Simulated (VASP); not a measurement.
Au:

```xyz
1
Lattice="0.0000 2.0350 2.0350 2.0350 0.0000 2.0350 2.0350 2.0350 0.0000" Properties=species:S:1:pos:R:3 pbc="T T T"
Au    0.0000    0.0000    0.0000
```

| Item | Value |
| --- | --- |
| Program | VASP 6.6.1 |
| Task | relaxation of cell and atoms |
| Functional | RPBE |
| Potentials or basis | VASP PAW PBE potentials, release 64 (Au) |
| Cutoff | 600 eV |
| k mesh | 13 × 13 × 13 |
| Occupations | fermi-dirac, width 0.1 eV |
| Spin | no spin polarisation |

At the start: pressure 14.5 GPa; volume 16.85 Å³/atom.

Question: How do energy, volume and symmetry change on relaxing?

Answer: Over 4 steps the energy falls by 65.3 meV/atom and the volume is 18.48 Å³/atom (+9.6 %); space group Fm-3m (No. 225, to 0.05 Å).

Step by step:
| step | energy change (eV) | largest force (eV/Å) | pressure (GPa) | volume (Å³) |
| --- | --- | --- | --- | --- |
| 1 | 0.0000 | 0.0000 | 14.49 | 16.85 |
| 2 | 0.0206 | 0.0000 | -10.01 | 20.85 |
| 3 | -0.0653 | 0.0000 | -0.30 | 18.52 |
| 4 | -0.0653 | 0.0000 | -0.06 | 18.48 |

Final structure:
```
CELL_PARAMETERS angstrom
0.00000 2.09832 2.09832
2.09832 0.00000 2.09832
2.09832 2.09832 0.00000
ATOMIC_POSITIONS crystal
Au 0.00000 0.00000 0.00000
```

Caveat: the PAW data sets were made with another functional, which shifts forces and pressure a little.
